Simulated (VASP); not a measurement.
# Al (P6_3/mmc) in VASP: notebook

The runs below take Al through single point, with r2SCAN.

Program: VASP 6.6.1. These are calculated values, not measurements. Logs are shortened: lines on timing, memory, paths and dates and some standing lists are left out, and cuts for length are marked.

### 1 The cell of the first run

Symmetry: P6_3/mmc, No. 194, hexagonal system. Conventional cell: a = 2.720 Å, b = 2.720 Å, c = 4.997 Å, α = 90.00°, β = 90.00°, γ = 120.00°. Al (site symmetry -6m2) has 12 Al at 2.72 to 2.95 Å within 3.6 Å.

This isn't the form of Al at room conditions, which is fcc.

### 2 Single point, r2SCAN

Contents of POSCAR:

```
Al
1.0
    2.7202755839      0.0000000000      0.0000000000
   -1.3601377919      2.3558277609      0.0000000000
    0.0000000000      0.0000000000      4.9966947865
Al
2
Direct
    0.6666666667      0.3333333333      0.7500000000
    0.3333333333      0.6666666667      0.2500000000
```

Contents of INCAR.step1:

```
SYSTEM = Al
PREC = Accurate
ENCUT = 520
ISMEAR = 0
SIGMA = 0.15
LREAL = .FALSE.
LASPH = .TRUE.
NELM = 60
NBANDS = 10
GGA = PE
ALGO = Normal
EDIFF = 1E-4
LWAVE = .TRUE.
LCHARG = .FALSE.
```

Contents of INCAR.step2:

```
SYSTEM = Al
PREC = Accurate
ENCUT = 520
EDIFF = 1E-7
ISMEAR = 0
SIGMA = 0.15
LREAL = .FALSE.
LASPH = .TRUE.
NELM = 60
ALGO = Normal
ISIF = 2
LWAVE = .FALSE.
LCHARG = .FALSE.
METAGGA = R2SCAN
LMIXTAU = .TRUE.
NBANDS = 10
ISTART = 1
```

Contents of KPOINTS:

```
Automatic mesh
0
G
  30 30 14
  0 0 0
```

Potentials or basis: VASP PAW PBE potentials, release 64 (Al).

On the command line:

```sh
$ cat potpaw_PBE.64/Al/POTCAR > POTCAR
$ cp INCAR.step1 INCAR
$ mpirun -np 1 vasp_std > vasp.out
$ cp INCAR.step2 INCAR
$ mpirun -np 1 vasp_std > vasp.out
```

OUTCAR:

```text
SYSTEM = Al
   PREC = Accurate
   ENCUT = 520
   EDIFF = 1E-7
   ISMEAR = 0
   LREAL = .FALSE.
   LASPH = .TRUE.
   NELM = 60
   ISIF = 2
   METAGGA = R2SCAN
   ISTART = 1

 ion  position               nearest neighbor table
   1  0.667  0.333  0.750-   2 2.95   2 2.95   2 2.95   2 2.95   2 2.95   2 2.95
   2  0.333  0.667  0.250-   1 2.95   1 2.95   1 2.95   1 2.95   1 2.95   1 2.95

  LATTYP: Found a hexagonal cell.
 ALAT       =     2.7202755839
 C/A-ratio  =     1.8368340385

  Lattice vectors:

 A1 = (   2.7202755839,   0.0000000000,   0.0000000000)
 A2 = (  -1.3601377919,   2.3558277609,   0.0000000000)
 A3 = (   0.0000000000,   0.0000000000,   4.9966947865)

Analysis of symmetry for initial positions (statically):
=====================================================================
 Subroutine PRICEL returns:
 Original cell was already a primitive cell.

 Routine SETGRP: Setting up the symmetry group for a
 hexagonal supercell.

 Subroutine GETGRP returns: Found 24 space group operations
 (whereof 12 operations were pure point group operations)
 out of a pool of 24 trial point group operations.

The static configuration has the point symmetry D_3d.
 The point group associated with its full space group is D_6h.

Analysis of symmetry for dynamics (positions and initial velocities):
=====================================================================
 Subroutine PRICEL returns:
 Original cell was already a primitive cell.

 Routine SETGRP: Setting up the symmetry group for a
 hexagonal supercell.

 Subroutine GETGRP returns: Found 24 space group operations
 (whereof 12 operations were pure point group operations)
 out of a pool of 24 trial point group operations.

The dynamic configuration has the point symmetry D_3d.
 The point group associated with its full space group is D_6h.

 Subroutine INISYM returns: Found 24 space group operations
 (whereof 12 operations are pure point group operations),
 and found     1 'primitive' translations

----------------------------------------------------------------------------------------

                                     Primitive cell

  volume of cell :      32.0213

  direct lattice vectors                    reciprocal lattice vectors
     2.720275584  0.000000000  0.000000000     0.367609813  0.212239625  0.000000000
    -1.360137792  2.355827761  0.000000000     0.000000000  0.424479250  0.000000000
     0.000000000  0.000000000  4.996694786     0.000000000  0.000000000  0.200132296

  length of vectors
     2.720275584  2.720275584  4.996694786     0.424479250  0.424479250  0.200132296

  position of ions in fractional coordinates (direct lattice)
     0.666666667  0.333333333  0.750000000
     0.333333333  0.666666667  0.250000000

  ion indices of the primitive-cell ions
   primitive index   ion index
                 1           1
                 2           2

----------------------------------------------------------------------------------------

 KPOINTS: Automatic mesh

Automatic generation of k-mesh.
 Grid dimensions read from file:
 generate k-points for:   30   30   14

 Generating k-lattice:

  Cartesian coordinates                     Fractional coordinates (reciprocal lattice)
     0.012253660  0.007074654  0.000000000     0.033333333  0.000000000  0.000000000
     0.000000000  0.014149308  0.000000000     0.000000000  0.033333333  0.000000000
     0.000000000  0.000000000  0.014295164     0.000000000  0.000000000  0.071428571

  Length of vectors
     0.014149308  0.014149308  0.014295164

  Shift w.r.t. Gamma in fractional coordinates (k-lattice)
     0.000000000  0.000000000  0.000000000

 Subroutine IBZKPT returns following result:
 ===========================================

 Found    728 irreducible k-points:

 Following reciprocal coordinates:
            Coordinates               Weight
  0.000000  0.000000  0.000000      1.000000
  0.033333  0.000000  0.000000      6.000000
  0.066667  0.000000  0.000000      6.000000
  0.100000  0.000000  0.000000      6.000000
  0.133333 -0.000000  0.000000      6.000000
  0.166667  0.000000  0.000000      6.000000
[... 16 lines left out ...]
  0.233333  0.033333  0.000000     12.000000
  0.266667  0.033333  0.000000     12.000000
 [... further k-points ...]
   k-points           NKPTS =    728   k-points in BZ     NKDIM =    728   number of bands    NBANDS=     10
   number of dos      NEDOS =    301   number of ions     NIONS =      2
   total plane-waves  NPLWV =  16000
   dimension x,y,z NGX =    20 NGY =   20 NGZ =   40
   dimension x,y,z NGXF=    40 NGYF=   40 NGZF=   80
   ions per type =               2
   NGX,Y,Z   is equivalent  to a cutoff of  12.22, 12.22, 13.31 a.u.
   NGXF,Y,Z  is equivalent  to a cutoff of  24.45, 24.45, 26.62 a.u.
 SYSTEM =  Al
   PREC   = accura    normal or accurate (medium, high low for compatibility)
   ISTART =      1    job   : 0-new  1-cont  2-samecut
   ICHARG =      0    charge: 1-file 2-atom 10-const
   ISPIN  =      1    spin polarized calculation?
   LNONCOLLINEAR =      F non collinear calculations
   LSORBIT =      F    spin-orbit coupling
   LASPH  =      T    aspherical Exc in radial PAW
   ENCUT  =  520.0 eV  38.22 Ry    6.18 a.u.   5.06  5.06  9.29*2*pi/ulx,y,z
   NELM   =     60;   NELMIN=  2; NELMDL=  0     # of ELM steps
   EDIFF  = 0.1E-06   stopping-criterion for ELM
   LREAL  =      F    real-space projection
   EDIFFG = 0.1E-05   stopping-criterion for IOM
   NSW    =      0    number of steps for IOM
   IBRION =     -1    ionic relax: 0-MD 1-quasi-New 2-CG
   NFREE  =      0    steps in history (QN), initial steepest desc. (CG)
   ISIF   =      2    stress and relaxation
   ISYM   =      2    0-nonsym 1-usesym 2-fastsym
   POTIM  = 0.5000    time-step for ionic-motion
   TEBEG  =    0.0;   TEEND  =   0.0 temperature during run
   PSTRESS=    0.0 pullay stress
   NELECT =       6.0000    total number of electrons
   NUPDOWN=      -1.0000    fix difference up-down
   EMIN   =  10.00;   EMAX   =-10.00  energy-range for DOS
   EFERMI =   0.00;   METHOD = LEGACY
   ISMEAR =     0;   SIGMA  =   0.15  broadening in eV -4-tet -1-fermi 0-gaus
   EFERMI_NEDOS =   21; number of points for ismear=-14 and -15
   IALGO  =     38    algorithm
   IMIX   =      4    mixing-type and parameters
     AMIX     =   0.40;   BMIX     =  1.00
     AMIX_MAG =   1.60;   BMIX_MAG =  1.00
  volume/ion in A,a.u.               =      16.01       108.05
  Fermi-wavevector in a.u.,A,eV,Ry     =   0.936797  1.770290 11.940318  0.877589
  Thomas-Fermi vector in A             =   2.063843
   LORBIT       =      0    0 simple, 1 ext, 2 COOP (PROOUT), +10 PAW based schemes
   METAGGA = R2SCAN    functional components
   LHFCALC =     F    Hartree Fock is set to
   AEXX    =    0.0000 exact exchange contribution
   IVDW    =     0    specifies the selected vdW correction
   LEPSILON=     F    determine dielectric tensor
   LRPA    =     F    only Hartree local field effects (RPA)
 non-spin polarized calculation
 Gauss-broadening in eV      SIGMA  =   0.15
  energy-cutoff  :      520.00
  volume of cell :       32.02
 maximum number of plane-waves:       894
   NGX = 11   NGY = 11   NGZ = 19

 number of electron       6.0000000 magnetization

 Free energy of the ion-electron system (eV)
  ---------------------------------------------------
  ext. energy  EPLUGINS =         0.00000000
  ---------------------------------------------------
  free energy    TOTEN  =       -13.33532424 eV

  energy without entropy =      -13.32699324  energy(sigma->0) =      -13.33115874

 E-fermi :   8.3110     XC(G=0): -11.0193

 val. band max:        8.3066697115   @ k =   0.2667   0.2000   0.0000
 cond. band min:       8.3125517931   @ k =   0.3000   0.1667   0.4286
 fundamental gap:      0.0058820816
 Fermi energy:         8.3110326542

 k-point     1 :       0.0000    0.0000    0.0000
  band No.  band energies     occupation
      1      -3.7412      2.00000
      2       2.2709      2.00000
      3       2.5985      2.00000
      4      19.0313      0.00000
      5      20.1029      0.00000
      6      21.7340      0.00000
      7      21.7340      0.00000
      8      21.9905      0.00000
      9      21.9905      0.00000
     10      25.4047      0.00000

 k-point     2 :       0.0333    0.0000    0.0000
  band No.  band energies     occupation
      1      -3.7097      2.00000
      2       2.3014      2.00000
      3       2.6282      2.00000
      4      18.9966      0.00000
      5      20.1277      0.00000
      6      20.8606      0.00000
      7      21.1222      0.00000
      8      22.2015      0.00000
      9      22.6229      0.00000
     10      25.4398      0.00000

 k-point     3 :       0.0667    0.0000    0.0000
  band No.  band energies     occupation
      1      -3.6153      2.00000
      2       2.3927      2.00000
      3       2.7173      2.00000
      4      18.7243      0.00000
      5      19.8185      0.00000
      6      20.2022      0.00000
      7      20.4379      0.00000
      8      21.8201      0.00000
      9      23.3190      0.00000
     10      24.6391      0.00000

 k-point     4 :       0.1000    0.0000    0.0000
  band No.  band energies     occupation
      1      -3.4581      2.00000
      2       2.5445      2.00000
      3       2.8659      2.00000
      4      17.7080      0.00000
      5      19.4343      0.00000
      6      19.7963      0.00000
      7      20.3253      0.00000
      8      21.0938      0.00000
      9      23.7073      0.00000
     10      23.8092      0.00000
[... 222 lines left out ...]
 k-point    22 :       0.2000    0.0333    0.0000
  band No.  band energies     occupation
      1      -2.3943      2.00000
      2       3.5606      2.00000
      3       3.8768      2.00000
      4      12.9583      0.00000
      5      16.8611      0.00000
      6      18.1563      0.00000
      7      19.0240      0.00000
      8      19.5815      0.00000
      9      21.2063      0.00000
     10      21.7283      0.00000

 k-point    23 :       0.2333    0.0333    0.0000
  band No.  band energies     occupation
      1      -1.9588      2.00000
      2       3.9686      2.00000
      3       4.2931      2.00000
      4      11.6578      0.00000
      5      16.1209      0.00000
      6      17.3654      0.00000
      7      17.6894      0.00000
      8      19.4468      0.00000
      9      21.4137      0.00000
     10      21.5416      0.00000

 k-point    24 :       0.2667    0.0333    0.0000
  band No.  band energies     occupation
      1      -1.4630      2.00000
      2       4.4240      2.00000
      3       4.7689      2.00000
      4      10.4112      0.00000
      5      15.2283      0.00000
      6      16.3988      0.00000
      7      16.7894      0.00000
      8      19.2564      0.00000
      9      21.1659      0.00000
     10      21.9071      0.00000

 [... further k-points ...]

------------------------ aborting loop because EDIFF is reached ----------------------------------------

  FORCE on cell =-STRESS in cart. coord.  units (eV):
  Direction    XX          YY          ZZ          XY          YZ          ZX
  --------------------------------------------------------------------------------------
  -------------------------------------------------------------------------------------
  Total        0.9236806      0.9236806     -1.0255100      0.0000000      0.0000000     -0.0000000
  in kB       46.2160862     46.2160862    -51.3110864      0.0000000      0.0000000     -0.0000000
  external PRESSURE =      13.7070286 kB  Pullay stress =       0.0000000 kB

 VOLUME and BASIS-vectors are now :
 -----------------------------------------------------------------------------
  energy-cutoff  :      520.00
  volume of cell :       32.02
      direct lattice vectors                 reciprocal lattice vectors
     2.720275584  0.000000000  0.000000000     0.367609813  0.212239625  0.000000000
    -1.360137792  2.355827761  0.000000000     0.000000000  0.424479250  0.000000000
     0.000000000  0.000000000  4.996694786     0.000000000  0.000000000  0.200132296

 POSITION                                       TOTAL-FORCE (eV/Angst)
 -----------------------------------------------------------------------------------
      1.36014      0.78528      3.74752         0.000000      0.000000      0.000000
     -0.00000      1.57055      1.24917        -0.000000      0.000000      0.000000
 -----------------------------------------------------------------------------------
    total drift:                               -0.000000      0.000000     -0.000000

  FREE ENERGIE OF THE ION-ELECTRON SYSTEM (eV)
  ---------------------------------------------------
  free  energy   TOTEN  =       -13.3353242421 eV

  energy  without entropy=      -13.3269932352  energy(sigma->0) =      -13.33115874
```

It took 14 min on 1 thread of Intel Xeon 8259CL, shared host; peak memory 0.3 GiB.

What came out:

```
Free energy            : -13.3353 eV
Pressure               : 1.4 GPa
Band gap on the k mesh : zero (bands 3 and 4 overlap by 6.40 eV)
```

Stress tensor (GPa, compression positive):
```
 4.62  0.00  0.00
 0.00  4.62  0.00
 0.00  0.00 -5.13
```

Caveat: the stress differs along the axes, from -5 to 5 GPa; the PAW data sets were made with another functional, which shifts forces and pressure a little.

### 3 Single point, r2SCAN

This run uses another cell than the first one, of the same volume but with other edges.

Contents of POSCAR:

```
Al
1.0
    2.8465581113      0.0000000000      0.0000000000
   -1.4232790557      2.4651916378      0.0000000000
    0.0000000000      0.0000000000      4.5631896711
Al
2
Direct
    0.6666666667      0.3333333333      0.7500000000
    0.3333333333      0.6666666667      0.2500000000
```

Contents of INCAR.step1:

```
SYSTEM = Al
ALGO = Normal ; EDIFF = 1E-4
ENCUT = 520 ; GGA = PE
ISMEAR = 0 ; LASPH = .TRUE.
LCHARG = .FALSE. ; LREAL = .FALSE.
LWAVE = .TRUE. ; NBANDS = 10
NELM = 100 ; PREC = Accurate
SIGMA = 0.15
```

Contents of INCAR.step2:

```
SYSTEM = Al
ALGO = Normal ; EDIFF = 1E-7
ENCUT = 520 ; ISIF = 2
ISMEAR = 0 ; ISTART = 1
LASPH = .TRUE. ; LCHARG = .FALSE.
LMIXTAU = .TRUE. ; LREAL = .FALSE.
LWAVE = .FALSE. ; METAGGA = R2SCAN
NBANDS = 10 ; NELM = 100
PREC = Accurate ; SIGMA = 0.15
```

Contents of KPOINTS:

```
k-points
0
G
  30 30 14
  0 0 0
```

Potentials or basis: VASP PAW PBE potentials, release 64 (Al).

On the command line:

```sh
$ cat potpaw_PBE.64/Al/POTCAR > POTCAR
$ cp INCAR.step1 INCAR
$ mpirun -np 1 vasp_std > vasp.out
$ cp INCAR.step2 INCAR
$ mpirun -np 1 vasp_std > vasp.out
```

It took 13 min on 1 thread of Intel Xeon 8259CL, shared host; peak memory 0.31 GiB.

The run converged. Its results:

```yaml
Free_energy: -13.3998 eV
Pressure: -0.3 GPa
Band_gap_on_the_k_mesh: zero (bands 3 and 4 overlap by 8.24 eV)
```

Stress tensor (GPa, compression positive):
```
-0.94  0.00  0.00
 0.00 -0.94  0.00
 0.00  0.00  1.08
```

Levels at points of the mesh, in eV from the Fermi level:
| k point | band 1 | band 2 | band 3 | band 4 | band 5 | band 6 |
| --- | --- | --- | --- | --- | --- | --- |
| (0.00, 0.00, 0.00) | -12.09 | -5.04 | -4.36 | 11.24 | 11.24 | 11.55 |
| (0.50, 0.00, 0.00) | -5.80 | -5.74 | 0.60 | 1.43 | 1.51 | 2.15 |
| (0.00, 0.00, 0.50) | -10.21 | -10.21 | 4.08 | 4.08 | 12.46 | 12.46 |
| (0.50, 0.00, 0.50) | -4.39 | -4.39 | -3.45 | -3.45 | 7.49 | 7.49 |

Caveat: the PAW data sets were made with another functional, which shifts forces and pressure a little.

(Part 1 of 2 ends here.)
